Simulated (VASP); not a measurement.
# B17HN18 (a cell with a defect) in VASP: a series of runs, part 2 of 3

VASP 6.6.1. The steps go on from the part before.

**3. Single point, PBE**

INCAR

```
  PREC = Accurate
  ENCUT = 520
  EDIFF = 1E-6
  ISMEAR = -1
  SIGMA = 0.01
  LREAL = Auto
  LASPH = T
  NELM = 120
  ALGO = Normal
  ISIF = 2
  LWAVE = F
  LCHARG = F
  GGA = PE
  NELECT = 144.0
  NBANDS = 95
  GGA_COMPAT = F
  ISYM = -1
```

KPOINTS

```
explicit points
1
Reciprocal
  0.25000000   0.25000000   0.25000000 1
```

POSCAR

```
B17HN18
1.0
    7.4650312844      0.0000000000      0.0000000000
   -3.7325156422      6.4649067324      0.0000000000
    0.0000000000      0.0000000000      6.4954828762
B N H
17 18 1
Direct
    0.1107364260      0.2207956300      0.2502189593
    0.2242633297      0.1141900002      0.7495200108
    0.1104132822      0.5535443534      0.2501399060
    0.2288482029      0.4526680604      0.7490794585
    0.1102769257      0.8871087401      0.2501213882
    0.2226935023      0.7802654579      0.7499963083
    0.4442433502      0.2212526642      0.2499627167
    0.5554538898      0.1128320180      0.7499329514
    0.4441677924      0.5535536814      0.2500616372
    0.4440755012      0.8871003222      0.2501340585
    0.5508507856      0.7720947821      0.7492456736
    0.7772673801      0.2207479120      0.2501428459
    0.8888501595      0.1119046055      0.7497685744
    0.7765605073      0.5535143152      0.2501994561
    0.8891570617      0.4517912304      0.7508261820
    0.7770136310      0.8868804775      0.2500846623
    0.8856834056      0.7721454088      0.7506117188
    0.1115108739      0.2243201706      0.7491102981
    0.2211952649      0.1097669132      0.2502703041
    0.1123884656      0.5582100728      0.7502653697
    0.2210581160      0.4430010828      0.2500479975
    0.1123136271      0.8915043565      0.7500476484
    0.2212619950      0.7764683750      0.2501632096
    0.4416180379      0.2156029497      0.7496842456
    0.5545982083      0.1097864933      0.2499679035
    0.4413992767      0.5588820604      0.7481023085
    0.5544919163      0.4429179039      0.2499788437
    0.4455345425      0.8910218545      0.7497370189
    0.5546985788      0.7766368844      0.2501428785
    0.7792234403      0.2239457177      0.7501828253
    0.8879378443      0.1098376035      0.2501341302
    0.7844028041      0.5590246281      0.7516996167
    0.8879543432      0.4430361978      0.2503760093
    0.7781928947      0.8901401735      0.7499592887
    0.8879754019      0.7765869042      0.2499932137
    0.5294755154      0.3824925589      0.7500903820
```

Potentials or basis: VASP PAW PBE potentials, release 64 (B, N, H).

Launch:

```bash
$ cat potpaw_PBE.64/B/POTCAR potpaw_PBE.64/N/POTCAR potpaw_PBE.64/H/POTCAR > POTCAR
$ mpirun -np 1 vasp_std > vasp.out
```

OUTCAR:

```text
PREC = Accurate
   ENCUT = 520
   EDIFF = 1E-6
   ISMEAR = -1
   LREAL = Auto
   LASPH = T
   NELM = 120
   ISIF = 2
   GGA = PE
   NELECT = 144.0
   ISYM = -1

 ion  position               nearest neighbor table
   1  0.111  0.221  0.250-  19 1.43  21 1.44  31 1.44
   2  0.224  0.114  0.750-  24 1.41  22 1.44  18 1.44
   3  0.110  0.554  0.250-  21 1.43  33 1.44  23 1.44
   4  0.229  0.453  0.749-  26 1.37  20 1.44  18 1.48
   5  0.110  0.887  0.250-  23 1.43  35 1.44  19 1.44
   6  0.223  0.780  0.750-  22 1.43  20 1.44  28 1.44
[... 17 lines left out ...]
  24  0.442  0.216  0.750-  36 1.08   8 1.40   2 1.41
  25  0.555  0.110  0.250-   7 1.43  12 1.44  10 1.44
  26  0.441  0.559  0.748-   4 1.37  11 1.38
  27  0.554  0.443  0.250-   9 1.43   7 1.43  14 1.44
  28  0.446  0.891  0.750-   8 1.43   6 1.44  11 1.45
  29  0.555  0.777  0.250-  10 1.43  16 1.44   9 1.44
  30  0.779  0.224  0.750-  13 1.43   8 1.45  15 1.47
  31  0.888  0.110  0.250-  12 1.43   1 1.44  16 1.44
  32  0.784  0.559  0.752-  15 1.37  17 1.38
  33  0.888  0.443  0.250-  14 1.43  12 1.44   3 1.44
[... 180 lines left out ...]
 Fermi energy:         5.0031035941

 k-point     1 :       0.2500    0.2500    0.2500
  band No.  band energies     occupation
      1     -15.9765      2.00000
      2     -15.4783      2.00000
      3     -15.4286      2.00000
      4     -14.1665      2.00000
      5     -14.0823      2.00000
      6     -14.0589      2.00000
[... 76 lines left out ...]
     83       9.4094      0.00000
     84       9.5305      0.00000
 [bands above 84 left out]

------------------------ aborting loop because EDIFF is reached ----------------------------------------

  FORCE on cell =-STRESS in cart. coord.  units (eV):
  Direction    XX          YY          ZZ          XY          YZ          ZX
  --------------------------------------------------------------------------------------
  -------------------------------------------------------------------------------------
  Total       45.1322826     41.3119198     20.0226750     -0.2932598     -0.0895751     -0.0792914
  in kB      230.6707583    211.1449125    102.3357418     -1.4988486     -0.4578177     -0.4052578
  external PRESSURE =     181.3838042 kB  Pullay stress =       0.0000000 kB

 VOLUME and BASIS-vectors are now :
 -----------------------------------------------------------------------------
  energy-cutoff  :      520.00
  volume of cell :      313.48
      direct lattice vectors                 reciprocal lattice vectors
     7.465031284  0.000000000  0.000000000     0.133957911  0.077340636  0.000000000
    -3.732515642  6.464906732  0.000000000     0.000000000  0.154681273  0.000000000
     0.000000000  0.000000000  6.495482876     0.000000000  0.000000000  0.153953142

 POSITION                                       TOTAL-FORCE (eV/Angst)
 -----------------------------------------------------------------------------------
      0.00253      1.42742      1.62529        -0.006008      0.002595      0.000073
      1.24792      0.73823      4.86849         0.011680      0.009017      0.004295
     -1.24187      3.57861      1.62478        -0.006925      0.003020      0.001647
      0.01877      2.92646      4.86563         0.031074     -0.023717      0.004080
     -2.48793      5.73508      1.62466        -0.007199      0.003513      0.000001
     -1.24994      5.04434      4.87159         0.007309     -0.001752      0.003971
[... 28 lines left out ...]
      3.73014      5.02056      1.62383         0.006564     -0.001264     -0.000419
      2.52489      2.47278      4.87220         0.015986      0.012807     -0.011368
 -----------------------------------------------------------------------------------
    total drift:                               -0.005029      0.000566     -0.000102

  FREE ENERGIE OF THE ION-ELECTRON SYSTEM (eV)
  ---------------------------------------------------
  free  energy   TOTEN  =      -298.7801128841 eV

  energy  without entropy=     -298.7801128841  energy(sigma->0) =     -298.78011288
```

OSZICAR:

```text
N       E                     dE             d eps       ncg     rms          rms(c)
DAV:   1     0.749922502131E+03    0.74992E+03   -0.74754E+04   190   0.143E+03
DAV:   2    -0.270797753947E+03   -0.10207E+04   -0.96932E+03   237   0.331E+02
DAV:   3    -0.334930424936E+03   -0.64133E+02   -0.63590E+02   228   0.867E+01
DAV:   4    -0.336103202630E+03   -0.11728E+01   -0.11698E+01   228   0.124E+01
DAV:   5    -0.336130511361E+03   -0.27309E-01   -0.27285E-01   228   0.180E+00    0.350E+01
DAV:   6    -0.302574791893E+03    0.33556E+02   -0.90697E+01   212   0.286E+01    0.156E+01
DAV:   7    -0.299633465647E+03    0.29413E+01   -0.62116E+00   220   0.820E+00    0.965E+00
DAV:   8    -0.298784880228E+03    0.84859E+00   -0.28259E+00   220   0.542E+00    0.123E+00
DAV:   9    -0.298774741598E+03    0.10139E-01   -0.20778E-01   220   0.168E+00    0.714E-01
DAV:  10    -0.298778591142E+03   -0.38495E-02   -0.31739E-02   236   0.593E-01    0.299E-01
DAV:  11    -0.298779468288E+03   -0.87715E-03   -0.39074E-03   220   0.260E-01    0.123E-01
DAV:  12    -0.298780032463E+03   -0.56417E-03   -0.16120E-03   228   0.155E-01    0.628E-02
DAV:  13    -0.298780101883E+03   -0.69420E-04   -0.28769E-04   228   0.649E-02    0.255E-02
DAV:  14    -0.298780112660E+03   -0.10777E-04   -0.43029E-05   228   0.256E-02    0.645E-03
DAV:  15    -0.298780112884E+03   -0.22425E-06   -0.45828E-06   204   0.787E-03
   1 F= -.29878011E+03 E0= -.29878011E+03  d E =-.387973E-11
```

stdout:

```text
POSCAR found type information on POSCAR B N H
 POSCAR found :  3 types and      36 ions
 scaLAPACK will be used
 LDA part: xc-table for (Slater+PW92), standard interpolation
 POSCAR, INCAR and KPOINTS ok, starting setup
 FFT: planning ... GRIDC
 FFT: planning ... GRID_SOFT
 FFT: planning ... GRID
 WAVECAR not read
 entering main loop
 the old and the new charge density differ
 old charge density:   142.00000 new  144.00000
    0.350E+01
```

It took 85 s on 1 thread of Intel Xeon 8259CL, shared host; peak memory 0.37 GiB.

Results:

* Free energy: -298.7801 eV
* Largest force: 0.039 eV/Å

Forces in eV/Å, atoms in the order of the input:
```
B   -0.006  0.003  0.000
B    0.012  0.009  0.004
B   -0.007  0.003  0.002
B    0.031 -0.024  0.004
B   -0.007  0.004  0.000
B    0.007 -0.002  0.004
B   -0.005  0.006  0.002
B   -0.006 -0.005  0.003
B   -0.003  0.002  0.009
B   -0.005  0.006  0.002
B    0.027 -0.019  0.005
B   -0.008  0.005  0.000
B    0.001  0.001 -0.002
B   -0.010  0.002  0.000
B   -0.007 -0.020 -0.002
B   -0.006  0.001  0.001
B   -0.006 -0.001 -0.005
N    0.000  0.009  0.001
N    0.007 -0.007 -0.003
N   -0.012  0.016 -0.001
N    0.006 -0.001 -0.006
N   -0.010 -0.008 -0.001
N    0.007 -0.004 -0.002
N   -0.020  0.021  0.006
N    0.008 -0.007 -0.002
N   -0.012  0.009 -0.020
N    0.005 -0.003 -0.002
N   -0.004  0.003 -0.003
N    0.005 -0.002 -0.007
N   -0.006  0.017  0.004
N    0.007 -0.002 -0.001
N   -0.011 -0.006  0.018
N    0.008 -0.004  0.001
N   -0.003 -0.014  0.001
N    0.007 -0.001  0.000
H    0.016  0.013 -0.011
```

Caveat: the cell carries a net charge on a neutralising background, which shifts energy and pressure; the cell is charged against a uniform background, so pressure and absolute levels hang on convention.

(Continued in part 3 of 3.)
